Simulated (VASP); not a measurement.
# CdS (P1) in VASP: relaxation of cell and atoms with PBE

Aim: the relaxation of cell and atoms of CdS with PBE.

All numbers are computed with VASP 6.6.1; they aren't measurements. Logs are shortened: lines on timing, memory, paths and dates and some standing lists are left out, and cuts for length are marked.

## (1) The cell of the first run

The typed cell holds 8 atoms: a = 3.882 Å, b = 6.764 Å, c = 6.622 Å, α = 90.11°, β = 90.93°, γ = 91.90°.

## (2) Relaxation of cell and atoms, PBE

INCAR

```
ALGO = Normal
EDIFF = 1E-6
EDIFFG = -0.025
ENCUT = 600
GGA = PE
IBRION = 2
ISIF = 3
ISMEAR = 0
LASPH = True
LCHARG = False
LREAL = False
LWAVE = False
NELM = 80
NSW = 80
PREC = Accurate
SIGMA = 0.1
```

KPOINTS

```
k-points
0
Gamma
  4 2 2
```

POSCAR

```
CdS
1.0
   -1.9679710228      3.3458138747     -0.0657319012
    0.0490437169     -0.0984769638      6.7630570998
    5.7621367927      3.2639593038     -0.0070146352
Cd S
4 4
Direct
    0.4733684080      0.9924350898      0.5035245917
    0.0019551911      0.9873741532      0.0000120368
    0.9880633367      0.5062401231     -0.0089739287
    0.5121268114      0.5110703338      0.4958915072
    0.4940143497      0.2518956915      0.1712080484
    1.0027442179      0.2462529426      0.6714863782
    1.0138223561      0.7521214757      0.3281423472
    0.5139053293      0.7526101904      0.8387090192
```

Potentials or basis: VASP PAW PBE potentials, release 64 (Cd, S).

Command:

```
> cat potpaw_PBE.64/Cd/POTCAR potpaw_PBE.64/S/POTCAR > POTCAR
> mpirun -np 1 vasp_std > vasp.out
```

OUTCAR:

```text
EDIFF = 1E-6
   EDIFFG = -0.025
   ENCUT = 600
   GGA = PE
   IBRION = 2
   ISIF = 3
   ISMEAR = 0
   LASPH = True
   LREAL = False
   NELM = 80
   NSW = 80
   PREC = Accurate

 ion  position               nearest neighbor table
   1  0.473  0.992  0.504-   7 2.63   8 2.76   6 2.79   5 2.82   6 2.84   7 2.95   4 3.26   4 3.51
                             2 3.78
   2  0.002  0.987  0.000-   8 2.64   7 2.70   6 2.80   5 2.80   8 2.81   5 2.95   3 3.25   3 3.51
                             1 3.78
   3  0.988  0.506  0.991-   8 2.71   6 2.75   7 2.78   8 2.79   5 2.82   5 2.90   2 3.25   2 3.51
                             4 3.74
   4  0.512  0.511  0.496-   7 2.75   5 2.77   7 2.79   8 2.79   6 2.88   6 2.89   1 3.26   1 3.51
                             3 3.74
   5  0.494  0.252  0.171-   4 2.77   2 2.80   3 2.82   1 2.82   3 2.90   2 2.95
   6  0.003  0.246  0.671-   3 2.75   1 2.79   2 2.80   1 2.84   4 2.88   4 2.89
   7  0.014  0.752  0.328-   1 2.63   2 2.70   4 2.75   3 2.78   4 2.79   1 2.95
   8  0.514  0.753  0.839-   2 2.64   3 2.71   1 2.76   4 2.79   3 2.79   2 2.81

  LATTYP: Found a triclinic cell.
 ALAT       =     3.8822288847
 B/A-ratio  =     2.0374200999
 C/A-ratio  =     1.7058148347
 COS(alpha) =     0.0063455741
 COS(beta)  =     0.0162841096
 COS(gamma) =     0.5191666757

  Lattice vectors:

 A1 = (  -1.9679710228,   3.3458138747,  -0.0657319012)
 A2 = (  -2.0170147397,   3.4442908385,  -6.8287890010)
 A3 = (  -5.7621367927,  -3.2639593038,   0.0070146352)

Analysis of symmetry for initial positions (statically):
=====================================================================
 Subroutine PRICEL returns:
 Original cell was already a primitive cell.

 Routine SETGRP: Setting up the symmetry group for a
 triclinic supercell.

 Subroutine GETGRP returns: Found  1 space group operations
 (whereof  1 operations were pure point group operations)
 out of a pool of  2 trial point group operations.

The static configuration has the point symmetry C_1 .

Analysis of symmetry for dynamics (positions and initial velocities):
=====================================================================
 Subroutine PRICEL returns:
 Original cell was already a primitive cell.

 Routine SETGRP: Setting up the symmetry group for a
 triclinic supercell.

 Subroutine GETGRP returns: Found  1 space group operations
 (whereof  1 operations were pure point group operations)
 out of a pool of  2 trial point group operations.

The dynamic configuration has the point symmetry C_1 .

 Subroutine INISYM returns: Found  1 space group operations
 (whereof  1 operations are pure point group operations),
 and found     1 'primitive' translations

----------------------------------------------------------------------------------------

                                     Primitive cell

  volume of cell :     173.7789

  direct lattice vectors                    reciprocal lattice vectors
    -1.967971023  3.345813875 -0.065731901    -0.127021499  0.224250535  0.004186438
     0.049043717 -0.098476964  6.763057100    -0.001099539  0.002258967  0.147902992
     5.762136793  3.263959304 -0.007014635     0.130173809  0.076570165  0.000170957

  length of vectors
     3.882228885  6.763951828  6.622363623     0.257760141  0.147924329  0.151023972

  position of ions in fractional coordinates (direct lattice)
     0.473368408  0.992435090  0.503524592
     0.001955191  0.987374153  0.000012037
     0.988063337  0.506240123  0.991026071
     0.512126811  0.511070334  0.495891507
     0.494014350  0.251895692  0.171208048
     0.002744218  0.246252943  0.671486378
     0.013822356  0.752121476  0.328142347
     0.513905329  0.752610190  0.838709019

  ion indices of the primitive-cell ions
   primitive index   ion index
                 1           1
                 2           2
                 3           3
                 4           4
                 5           5
                 6           6
                 7           7
                 8           8

----------------------------------------------------------------------------------------

 KPOINTS: k-points

Automatic generation of k-mesh.
 Grid dimensions read from file:
 generate k-points for:    4    2    2

 Generating k-lattice:

  Cartesian coordinates                     Fractional coordinates (reciprocal lattice)
    -0.031755375  0.056062634  0.001046609     0.250000000  0.000000000 -0.000000000
    -0.000549769  0.001129484  0.073951496     0.000000000  0.500000000  0.000000000
     0.065086905  0.038285083  0.000085478    -0.000000000  0.000000000  0.500000000

  Length of vectors
     0.064440035  0.073962164  0.075511986

  Shift w.r.t. Gamma in fractional coordinates (k-lattice)
     0.000000000  0.000000000  0.000000000

 Subroutine IBZKPT returns following result:
 ===========================================

 Found     12 irreducible k-points:

 Following reciprocal coordinates:
            Coordinates               Weight
  0.000000  0.000000  0.000000      1.000000
  0.250000 -0.000000 -0.000000      2.000000
  0.500000 -0.000000 -0.000000      1.000000
  0.000000  0.500000  0.000000      1.000000
  0.250000  0.500000 -0.000000      2.000000
  0.500000  0.500000 -0.000000      1.000000
 -0.000000 -0.000000  0.500000      1.000000
  0.250000 -0.000000  0.500000      2.000000
  0.500000 -0.000000  0.500000      1.000000
 -0.000000  0.500000  0.500000      1.000000
  0.250000  0.500000  0.500000      2.000000
  0.500000  0.500000  0.500000      1.000000
   k-points           NKPTS =     12   k-points in BZ     NKDIM =     12   number of bands    NBANDS=     43
   number of dos      NEDOS =    301   number of ions     NIONS =      8
   total plane-waves  NPLWV =  93312
   dimension x,y,z NGX =    32 NGY =   54 NGZ =   54
   dimension x,y,z NGXF=    64 NGYF=  108 NGZF=  108
   ions per type =               4   4
   NGX,Y,Z   is equivalent  to a cutoff of  13.70, 13.27, 13.56 a.u.
   NGXF,Y,Z  is equivalent  to a cutoff of  27.41, 26.54, 27.11 a.u.
 SYSTEM =  unknown system
   PREC   = accura    normal or accurate (medium, high low for compatibility)
   ISTART =      0    job   : 0-new  1-cont  2-samecut
   ICHARG =      2    charge: 1-file 2-atom 10-const
   ISPIN  =      1    spin polarized calculation?
   LNONCOLLINEAR =      F non collinear calculations
   LSORBIT =      F    spin-orbit coupling
   LASPH  =      T    aspherical Exc in radial PAW
   ENCUT  =  600.0 eV  44.10 Ry    6.64 a.u.   7.75 13.51 13.23*2*pi/ulx,y,z
   NELM   =     80;   NELMIN=  2; NELMDL= -5     # of ELM steps
   EDIFF  = 0.1E-05   stopping-criterion for ELM
   LREAL  =      F    real-space projection
   EDIFFG = -.3E-01   stopping-criterion for IOM
   NSW    =     80    number of steps for IOM
   IBRION =      2    ionic relax: 0-MD 1-quasi-New 2-CG
   NFREE  =      1    steps in history (QN), initial steepest desc. (CG)
   ISIF   =      3    stress and relaxation
   ISYM   =      2    0-nonsym 1-usesym 2-fastsym
   POTIM  = 0.5000    time-step for ionic-motion
   TEBEG  =    0.0;   TEEND  =   0.0 temperature during run
   PSTRESS=    0.0 pullay stress
   NELECT =      72.0000    total number of electrons
   NUPDOWN=      -1.0000    fix difference up-down
   EMIN   =  10.00;   EMAX   =-10.00  energy-range for DOS
   EFERMI =   0.00;   METHOD = LEGACY
   ISMEAR =     0;   SIGMA  =   0.10  broadening in eV -4-tet -1-fermi 0-gaus
   EFERMI_NEDOS =   21; number of points for ismear=-14 and -15
   IALGO  =     38    algorithm
   IMIX   =      4    mixing-type and parameters
     AMIX     =   0.40;   BMIX     =  1.00
     AMIX_MAG =   1.60;   BMIX_MAG =  1.00
  volume/ion in A,a.u.               =      21.72       146.59
  Fermi-wavevector in a.u.,A,eV,Ry     =   1.220450  2.306316 20.265855  1.489498
  Thomas-Fermi vector in A             =   2.355667
   LORBIT       =      0    0 simple, 1 ext, 2 COOP (PROOUT), +10 PAW based schemes
   GGA     = PE    functional components
   LHFCALC =     F    Hartree Fock is set to
   AEXX    =    0.0000 exact exchange contribution
   IVDW    =     0    specifies the selected vdW correction
   LEPSILON=     F    determine dielectric tensor
   LRPA    =     F    only Hartree local field effects (RPA)
 conjugate gradient relaxation of ions
 non-spin polarized calculation
 Gauss-broadening in eV      SIGMA  =   0.10
  energy-cutoff  :      600.00
  volume of cell :      173.78
 maximum number of plane-waves:      5816
 NGX is ok and might be reduce to    32
   NGX = 15   NGY = 27   NGZ = 27

--------------------------------------- Ionic step        1  -------------------------------------------

 number of electron      71.9999994 magnetization

 Free energy of the ion-electron system (eV)
  ---------------------------------------------------
  ext. energy  EPLUGINS =         0.00000000
  ---------------------------------------------------
  free energy    TOTEN  =       -22.87643481 eV

  energy without entropy =      -22.87302854  energy(sigma->0) =      -22.87473167

------------------------ aborting loop because EDIFF is reached ----------------------------------------

  FORCE on cell =-STRESS in cart. coord.  units (eV):
  Direction    XX          YY          ZZ          XY          YZ          ZX
  --------------------------------------------------------------------------------------
  -------------------------------------------------------------------------------------
  Total       -0.2470366      0.1869555     -4.5584513      0.1112334      0.0110170      0.0463404
  in kB       -2.2775868      1.7236611    -42.0272469      1.0255309      0.1015729      0.4272415
  external PRESSURE =     -14.1937242 kB  Pullay stress =       0.0000000 kB
[... 107 lines left out ...]
  FREE ENERGIE OF THE ION-ELECTRON SYSTEM (eV)
  ---------------------------------------------------
  free  energy   TOTEN  =       -23.0508699258 eV

  energy  without entropy=      -23.0508650722  energy(sigma->0) =      -23.05086750

[... ionic steps 4 to 13 ...]

--------------------------------------- Ionic step       14  -------------------------------------------

 number of electron      71.9999999 magnetization

------------------------ aborting loop because EDIFF is reached ----------------------------------------

  FORCE on cell =-STRESS in cart. coord.  units (eV):
  Direction    XX          YY          ZZ          XY          YZ          ZX
  --------------------------------------------------------------------------------------
  -------------------------------------------------------------------------------------
  Total       -0.0561979     -0.0482032      0.0214389     -0.0014362      0.0296576     -0.0272901
  in kB       -0.5308692     -0.4553474      0.2025207     -0.0135665      0.2801582     -0.2577934
  external PRESSURE =      -0.2612320 kB  Pullay stress =       0.0000000 kB
[... 69 lines left out ...]
  energy  without entropy=      -23.1010865825  energy(sigma->0) =      -23.10109420

--------------------------------------- Ionic step       16  -------------------------------------------

 number of electron      71.9999999 magnetization

 Free energy of the ion-electron system (eV)
  ---------------------------------------------------
  ext. energy  EPLUGINS =         0.00000000
  ---------------------------------------------------
  free energy    TOTEN  =       -23.10135275 eV

  energy without entropy =      -23.10133766  energy(sigma->0) =      -23.10134521

 E-fermi :   2.8739     XC(G=0): -10.1951

 val. band max:        2.6170888464   @ k =   0.0000   0.0000   0.0000
 cond. band min:       3.1225509119   @ k =   0.0000   0.0000   0.0000
 fundamental gap:      0.5054620655
 Fermi energy:         2.8738656821

 k-point     1 :       0.0000    0.0000    0.0000
  band No.  band energies     occupation
      1     -10.0067      2.00000
      2      -9.1714      2.00000
      3      -8.9851      2.00000
      4      -8.9304      2.00000
      5      -5.4677      2.00000
      6      -5.4240      2.00000
[... 576 lines left out ...]
  FREE ENERGIE OF THE ION-ELECTRON SYSTEM (eV)
  ---------------------------------------------------
  free  energy   TOTEN  =       -23.1013527547 eV

  energy  without entropy=      -23.1013376636  energy(sigma->0) =      -23.10134521

 reached required accuracy - stopping structural energy minimisation
```

Run time: 14 min. Hardware: 1 thread of Intel Xeon Platinum 8488C (Sapphire Rapids), shared host; peak memory 0.34 GiB.

Results:

```
Free energy                           : -23.1014 eV
Relaxed volume                        : 21.20 Å³/atom
Relaxed cell                          : a = 3.906 Å, b = 6.469 Å, c = 6.715 Å, α = 89.82°, β = 90.00°, γ = 91.11°
Space group after relaxing (to 0.1 Å) : C2/c (No. 15)
Energy gained by relaxing             : 28.1 meV/atom
Ionic steps                           : 16
Pressure after relaxing               : 0.0 GPa
Largest force after relaxing          : 0.023 eV/Å
Band gap on the k mesh                : 0.51 eV
```

Forces on the atoms (eV/Å):
```
Cd  -0.013  0.000 -0.020
Cd  -0.008  0.005 -0.015
Cd   0.004 -0.004  0.014
Cd   0.007  0.007  0.005
S    0.011 -0.001  0.009
S   -0.003 -0.002  0.001
S    0.002 -0.008  0.000
S    0.001  0.003  0.006
```

Step by step:
| step | energy change (eV) | largest force (eV/Å) | pressure (GPa) | volume (Å³) |
| --- | --- | --- | --- | --- |
| 1 | 0.0000 | 0.7582 | -1.42 | 173.78 |
| 2 | -0.1527 | 0.4401 | 0.41 | 168.94 |
| 3 | -0.1744 | 0.2881 | 1.56 | 166.44 |
| 4 | -0.2096 | 0.1294 | -0.18 | 170.35 |
| 5 | -0.2096 | 0.1282 | -0.17 | 170.28 |
| 6 | -0.2133 | 0.1121 | -0.06 | 170.01 |
| 7 | -0.2190 | 0.0735 | 0.23 | 169.20 |
| 8 | -0.2213 | 0.0451 | -0.26 | 170.26 |
| 9 | -0.2213 | 0.0455 | -0.24 | 170.21 |
| 10 | -0.2230 | 0.0456 | -0.07 | 169.77 |
| 11 | -0.2232 | 0.0492 | -0.02 | 169.63 |
| 12 | -0.2240 | 0.0288 | 0.05 | 169.44 |
| 13 | -0.2243 | 0.0341 | 0.15 | 169.22 |
| 14 | -0.2247 | 0.0332 | -0.03 | 169.61 |
| 15 | -0.2247 | 0.0333 | -0.06 | 169.67 |
| 16 | -0.2249 | 0.0234 | -0.04 | 169.64 |

Final structure:
```
CELL_PARAMETERS angstrom
-1.95270 3.38253 -0.03607
0.04130 -0.05242 6.46901
5.81493 3.35748 0.01078
ATOMIC_POSITIONS crystal
Cd 0.49763 0.00150 0.50176
Cd 0.99824 0.99982 0.00060
Cd 0.00196 0.49948 0.99967
Cd 0.50010 0.50097 0.49844
S 0.50132 0.24910 0.16735
S 0.99964 0.25002 0.66767
S 0.00113 0.74983 0.33235
S 0.49999 0.74928 0.83217
```

Levels at points of the mesh, in eV from the valence-band top:
```tsv
k point	band 34	band 35	band 36	band 37	band 38	band 39
(0.00, 0.00, 0.00)	-0.07	-0.03	0.00	0.51	2.44	3.39
(0.50, 0.00, 0.00)	-1.63	-1.04	-1.04	1.73	1.73	4.65
(0.00, 0.50, 0.00)	-0.39	-0.30	-0.30	2.12	2.13	2.92
(0.50, 0.50, 0.00)	-0.65	-0.55	-0.55	3.29	3.29	3.31
(0.00, 0.00, 0.50)	-0.58	-0.05	-0.05	2.97	2.97	3.92
(0.50, 0.00, 0.50)	-1.46	-0.03	-0.03	2.53	2.53	3.69
(0.00, 0.50, 0.50)	-0.78	-0.77	-0.77	3.24	3.24	3.25
(0.50, 0.50, 0.50)	-1.13	-1.09	-1.09	2.09	2.10	2.11
```

Caveat: the k points lie up to 0.49 Å⁻¹ apart in the final cell.
